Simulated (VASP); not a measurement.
A run of VASP 6.6.1:

Contents of INCAR:

```
PREC     = Accurate       # precision mode
ENCUT    = 500            # plane-wave cutoff, eV
EDIFF    = 1E-6           # SCF threshold, eV
ISMEAR   = 1              # smearing method
SIGMA    = 0.1            # smearing width, eV
LREAL    = False          # projectors in reciprocal space
LASPH    = True           # aspherical terms in the spheres
NELM     = 120            # most SCF steps
ALGO     = Normal         # electronic algorithm
ISIF     = 2              # what is computed and relaxed
LWAVE    = False          # write WAVECAR
LCHARG   = False          # write CHGCAR
NBANDS   = 8              # bands
GGA_COMPAT= False
```

File KPOINTS:

```
regular mesh
0
Gamma
  13 13 13
```

File POSCAR:

```
As
1.0
    2.6631267700      0.0000000000      0.0000000000
    0.0000000000      2.6631267700      0.0000000000
    0.0000000000      0.0000000000      2.7866546420
As
1
Direct
    0.5000000000      0.5000000000      0.5000000000
```

Potentials or basis: VASP PAW LDA potentials, release 64 (As).

Launch:

```sh
$ cat potpaw_LDA.64/As/POTCAR > POTCAR
$ mpirun -np 1 vasp_std > vasp.out
```

Hardware: 1 thread of Intel(R) Xeon(R) Platinum 8259CL CPU @ 2.50GHz (Skylake/Cascade Lake), with other jobs on the host.

Question: How long does it take, and how much memory?

Answer: Wall time 13 s on 1 thread of Intel(R) Xeon(R) Platinum 8259CL CPU @ 2.50GHz (Skylake/Cascade Lake), with other jobs on the host, peak memory 0.14 GiB. Counts: scf iterations 9, k points 196.
